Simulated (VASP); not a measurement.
# Ni (Fm-3m) in VASP: settings compared

Aim: see how the results for Ni move with the level of theory and the settings. Levels: BLYP+D4, PBE. Tasks: relaxation of cell and atoms, single point.

Program: VASP 6.6.1. These are calculated values, not measurements. Logs are shortened: lines on timing, memory, paths and dates and some standing lists are left out, and cuts for length are marked.

### 1 The cell of the first run

The structure is cubic, space group Fm-3m (No. 225). The conventional cell has a = 3.475 Å, b = 3.475 Å, c = 3.475 Å, α = 90.00°, β = 90.00°, γ = 90.00°. Within 3.2 Å of Ni (site symmetry m-3m) lie 12 Ni at 2.46 Å.

### 2 Relaxation of cell and atoms, BLYP+D4, collinear spin, ferromagnetic start

INCAR

```
  AGGAC = 1.0
  AGGAX = 1.0
  ALDAC = 0.0
  ALDAX = 1.0
  ALGO = Normal
  EDIFF = 1E-6
  EDIFFG = -0.01
  ENCUT = 600
  GGA = B5
  IBRION = 2
  ISIF = 3
  ISMEAR = -1
  ISPIN = 2
  IVDW = 13
  LASPH = True
  LCHARG = False
  LMAXMIX = 4
  LORBIT = 11
  LREAL = False
  LWAVE = False
  MAGMOM = 1
  NELM = 150
  NSW = 80
  PREC = Accurate
  SIGMA = 0.05
  VDW_A1 = 0.44488865
  VDW_A2 = 4.0933009
  VDW_S6 = 1.0
  VDW_S8 = 2.34076671
```

KPOINTS

```
k-points
0
Gamma
  13 13 13
```

POSCAR

```
Ni
1.0
    0.0000000000      1.7375729330      1.7375729330
    1.7375729330      0.0000000000      1.7375729330
    1.7375729330      1.7375729330      0.0000000000
Ni
1
Direct
    0.0000000000      0.0000000000      0.0000000000
```

Potentials or basis: VASP PAW PBE potentials, release 64 (Ni).

Launch:

```sh
> cat potpaw_PBE.64/Ni/POTCAR > POTCAR
> mpirun -np 1 vasp_std > vasp.out
```

OUTCAR:

```text
EDIFF = 1E-6
   EDIFFG = -0.01
   ENCUT = 600
   GGA = B5
   IBRION = 2
   ISIF = 3
   ISMEAR = -1
   ISPIN = 2
   IVDW = 13
   LASPH = True
   LORBIT = 11
   LREAL = False
   NELM = 150
   NSW = 80
   PREC = Accurate

 ion  position               nearest neighbor table
   1  0.000  0.000  0.000-

  LATTYP: Found a face centered cubic cell.
 ALAT       =     3.4751458660

  Lattice vectors:

 A1 = (   0.0000000000,   1.7375729330,   1.7375729330)
 A2 = (   1.7375729330,   0.0000000000,   1.7375729330)
 A3 = (   1.7375729330,   1.7375729330,   0.0000000000)

Analysis of symmetry for initial positions (statically):
=====================================================================
 Subroutine PRICEL returns:
 Original cell was already a primitive cell.

 Routine SETGRP: Setting up the symmetry group for a
 face centered cubic supercell.

 Subroutine GETGRP returns: Found 48 space group operations
 (whereof 48 operations were pure point group operations)
 out of a pool of 48 trial point group operations.

The static configuration has the point symmetry O_h .

Analysis of symmetry for dynamics (positions and initial velocities):
=====================================================================
 Subroutine PRICEL returns:
 Original cell was already a primitive cell.

 Routine SETGRP: Setting up the symmetry group for a
 face centered cubic supercell.

 Subroutine GETGRP returns: Found 48 space group operations
 (whereof 48 operations were pure point group operations)
 out of a pool of 48 trial point group operations.

The dynamic configuration has the point symmetry O_h .

Analysis of structural, dynamic, and magnetic symmetry:
=====================================================================
 Subroutine PRICEL returns:
 Original cell was already a primitive cell.

 Routine SETGRP: Setting up the symmetry group for a
 face centered cubic supercell.

 Subroutine GETGRP returns: Found 48 space group operations
 (whereof 48 operations were pure point group operations)
 out of a pool of 48 trial point group operations.

The overall configuration has the point symmetry O_h .

 Subroutine INISYM returns: Found 48 space group operations
 (whereof 48 operations are pure point group operations),
 and found     1 'primitive' translations

----------------------------------------------------------------------------------------

                                     Primitive cell

  volume of cell :      10.4920

  direct lattice vectors                    reciprocal lattice vectors
     0.000000000  1.737572933  1.737572933    -0.287757705  0.287757705  0.287757705
     1.737572933  0.000000000  1.737572933     0.287757705 -0.287757705  0.287757705
     1.737572933  1.737572933  0.000000000     0.287757705  0.287757705 -0.287757705

  length of vectors
     2.457299207  2.457299207  2.457299207     0.498410966  0.498410966  0.498410966

  position of ions in fractional coordinates (direct lattice)
     0.000000000  0.000000000  0.000000000

  ion indices of the primitive-cell ions
   primitive index   ion index
                 1           1

----------------------------------------------------------------------------------------

 KPOINTS: k-points

Automatic generation of k-mesh.
 Grid dimensions read from file:
 generate k-points for:   13   13   13

 Generating k-lattice:

  Cartesian coordinates                     Fractional coordinates (reciprocal lattice)
    -0.022135208  0.022135208  0.022135208     0.076923077  0.000000000  0.000000000
     0.022135208 -0.022135208  0.022135208     0.000000000  0.076923077  0.000000000
     0.022135208  0.022135208 -0.022135208     0.000000000  0.000000000  0.076923077

  Length of vectors
     0.038339305  0.038339305  0.038339305

  Shift w.r.t. Gamma in fractional coordinates (k-lattice)
     0.000000000  0.000000000  0.000000000

 Subroutine IBZKPT returns following result:
 ===========================================

 Found     84 irreducible k-points:

 Following reciprocal coordinates:
            Coordinates               Weight
  0.000000  0.000000  0.000000      1.000000
  0.076923  0.000000  0.000000      8.000000
  0.153846  0.000000  0.000000      8.000000
  0.230769  0.000000  0.000000      8.000000
  0.307692  0.000000  0.000000      8.000000
  0.384615  0.000000  0.000000      8.000000
[... 16 lines left out ...]
  0.384615  0.153846  0.000000     24.000000
  0.461538  0.153846  0.000000     24.000000
 [... further k-points ...]
   k-points           NKPTS =     84   k-points in BZ     NKDIM =     84   number of bands    NBANDS=     10
   number of dos      NEDOS =    301   number of ions     NIONS =      1
   total plane-waves  NPLWV =   8000
   dimension x,y,z NGX =    20 NGY =   20 NGZ =   20
   dimension x,y,z NGXF=    40 NGYF=   40 NGZF=   40
   ions per type =               1
   NGX,Y,Z   is equivalent  to a cutoff of  13.53, 13.53, 13.53 a.u.
   NGXF,Y,Z  is equivalent  to a cutoff of  27.06, 27.06, 27.06 a.u.
 SYSTEM =  unknown system
   PREC   = accura    normal or accurate (medium, high low for compatibility)
   ISTART =      0    job   : 0-new  1-cont  2-samecut
   ICHARG =      2    charge: 1-file 2-atom 10-const
   ISPIN  =      2    spin polarized calculation?
   LNONCOLLINEAR =      F non collinear calculations
   LSORBIT =      F    spin-orbit coupling
   LASPH  =      T    aspherical Exc in radial PAW
   ENCUT  =  600.0 eV  44.10 Ry    6.64 a.u.   4.91  4.91  4.91*2*pi/ulx,y,z
   NELM   =    150;   NELMIN=  2; NELMDL= -5     # of ELM steps
   EDIFF  = 0.1E-05   stopping-criterion for ELM
   LREAL  =      F    real-space projection
   EDIFFG = -.1E-01   stopping-criterion for IOM
   NSW    =     80    number of steps for IOM
   IBRION =      2    ionic relax: 0-MD 1-quasi-New 2-CG
   NFREE  =      1    steps in history (QN), initial steepest desc. (CG)
   ISIF   =      3    stress and relaxation
   ISYM   =      2    0-nonsym 1-usesym 2-fastsym
   POTIM  = 0.5000    time-step for ionic-motion
   TEBEG  =    0.0;   TEEND  =   0.0 temperature during run
   PSTRESS=    0.0 pullay stress
   NELECT =      10.0000    total number of electrons
   NUPDOWN=      -1.0000    fix difference up-down
   EMIN   =  10.00;   EMAX   =-10.00  energy-range for DOS
   EFERMI =   0.00;   METHOD = LEGACY
   ISMEAR =    -1;   SIGMA  =   0.05  broadening in eV -4-tet -1-fermi 0-gaus
   EFERMI_NEDOS =   21; number of points for ismear=-14 and -15
   IALGO  =     38    algorithm
   IMIX   =      4    mixing-type and parameters
     AMIX     =   0.40;   BMIX     =  1.00
     AMIX_MAG =   1.60;   BMIX_MAG =  1.00
  volume/ion in A,a.u.               =      10.49        70.80
  Fermi-wavevector in a.u.,A,eV,Ry     =   1.611097  3.044533 35.315755  2.595635
  Thomas-Fermi vector in A             =   2.706542
   LORBIT       =     11    0 simple, 1 ext, 2 COOP (PROOUT), +10 PAW based schemes
   GGA     = B5    functional components
   LHFCALC =     F    Hartree Fock is set to
   AEXX    =    0.0000 exact exchange contribution
   IVDW    =    13    specifies the selected vdW correction
   LEPSILON=     F    determine dielectric tensor
   LRPA    =     F    only Hartree local field effects (RPA)
 conjugate gradient relaxation of ions
 spin polarized calculation
  energy-cutoff  :      600.00
  volume of cell :       10.49
 maximum number of plane-waves:       365
   NGX =  9   NGY =  9   NGZ =  9

--------------------------------------- Ionic step        1  -------------------------------------------

 number of electron      10.0000000 magnetization       1.0000000

 number of electron       9.9999999 magnetization       0.6139971

 Free energy of the ion-electron system (eV)
  ---------------------------------------------------
  ext. energy  EPLUGINS =         0.00000000
  ---------------------------------------------------
  free energy    TOTEN  =        -4.56737962 eV

  energy without entropy =       -4.55506572  energy(sigma->0) =       -4.56122267

------------------------ aborting loop because EDIFF is reached ----------------------------------------

  DFT-D4 for vdW energy calculation

  Edisp (eV):   -0.91516

  FORCE on cell =-STRESS in cart. coord.  units (eV):
  Direction    XX          YY          ZZ          XY          YZ          ZX
  --------------------------------------------------------------------------------------
  -------------------------------------------------------------------------------------
  Total       0.28420     0.28420     0.28420     0.00000     0.00000    -0.00000
  in kB      43.39852    43.39852    43.39852     0.00000     0.00000    -0.00000
  external pressure =       43.40 kB  Pullay stress =        0.00 kB
[... 20 lines left out ...]
  energy  without entropy=       -5.4702274828  energy(sigma->0) =       -5.47638444

--------------------------------------- Ionic step        2  -------------------------------------------

 number of electron      10.0000010 magnetization       0.6155750

 E-fermi :   9.7627     XC(G=0): -12.6369

 val. band max:        9.7469635206   @ k =   0.3846   0.0769   0.0000
 cond. band min:       9.7655164381   @ k =  -0.4615   0.4615   0.0000
 fundamental gap:      0.0185529175
 Fermi energy:         9.7626624388

 spin component 1

 k-point     1 :       0.0000    0.0000    0.0000
  band No.  band energies     occupation
      1       0.9392      1.00000
      2       7.3534      1.00000
      3       7.3534      1.00000
      4       7.3534      1.00000
      5       8.5129      1.00000
      6       8.5129      1.00000
      7      33.8101      0.00000
      8      37.3472      0.00000
      9      37.3472      0.00000
     10      37.3472      0.00000
[... 651 lines left out ...]
  energy  without entropy=       -5.4694697302  energy(sigma->0) =       -5.47595919

--------------------------------------- Ionic step        3  -------------------------------------------

 number of electron      10.0000006 magnetization       0.6147935

 Free energy of the ion-electron system (eV)
  ---------------------------------------------------
  ext. energy  EPLUGINS =         0.00000000
  ---------------------------------------------------
  free energy    TOTEN  =        -4.58818493 eV

  energy without entropy =       -4.57554858  energy(sigma->0) =       -4.58186676

 E-fermi :  10.0600     XC(G=0): -12.7574

 val. band max:       10.0585481921   @ k =  -0.4615   0.4615   0.0000
 cond. band min:      10.0801328868   @ k =  -0.3846   0.3077   0.0000
 fundamental gap:      0.0215846947
 Fermi energy:        10.0600327672

 spin component 1

 k-point     1 :       0.0000    0.0000    0.0000
  band No.  band energies     occupation
      1       1.0950      1.00000
      2       7.5985      1.00000
      3       7.5985      1.00000
      4       7.5985      1.00000
      5       8.7911      1.00000
      6       8.7911      1.00000
      7      34.2821      0.00000
      8      37.9906      0.00000
      9      37.9906      0.00000
     10      37.9906      0.00000
[... 647 lines left out ...]
  FREE ENERGIE OF THE ION-ELECTRON SYSTEM (eV)
  ---------------------------------------------------
  free  energy   TOTEN  =        -5.4853596351 eV

  energy  without entropy=       -5.4727232816  energy(sigma->0) =       -5.47904146

 reached required accuracy - stopping structural energy minimisation

 total charge

# of ion       s       p       d       tot
------------------------------------------
    1        0.507   0.498   8.376   9.381

 magnetization (x)

# of ion       s       p       d       tot
------------------------------------------
    1       -0.005  -0.022   0.649   0.622
```

It took 98 s on 1 thread of Intel Xeon 8259CL, shared host; peak memory 0.15 GiB.

What came out:

```yaml
Free_energy: -5.4854 eV
Relaxed_volume: 10.71 Å³/atom
Relaxed_cell: a = 2.474 Å, b = 2.474 Å, c = 2.474 Å, α = 60.00°, β = 60.00°, γ = 60.00°
Space_group_after_relaxing_to_0.1_Å: Fm-3m (No. 225)
Energy_gained_by_relaxing: 2.8 meV/atom
Ionic_steps: 3
Pressure_after_relaxing: 0.0 GPa
Net_moment: 0.61 μB per cell
Site_moments: Ni +0.62 μB
Valence_electrons_inside_the_program's_atomic_spheres: Ni 9.38
Dispersion_energy_per_atom: -0.897 eV
```

The path:
| step | energy change (eV) | largest force (eV/Å) | pressure (GPa) | volume (Å³) |
| --- | --- | --- | --- | --- |
| 1 | 0.0000 | 0.0000 | 4.34 | 10.49 |
| 2 | 0.0001 | 0.0000 | -4.07 | 10.93 |
| 3 | -0.0028 | 0.0000 | -0.03 | 10.71 |

Final structure:
```yaml
crystal:
  lattice:
    - [0.00000, 1.74927, 1.74927]
    - [1.74927, 0.00000, 1.74927]
    - [1.74927, 1.74927, 0.00000]
  atoms:
    - { symbol: Ni, position: [0.00000, 0.00000, 0.00000] }
```

Caveat: the PAW data sets were made with another functional, which shifts forces and pressure a little.

(Continued in part 2 of 2.)
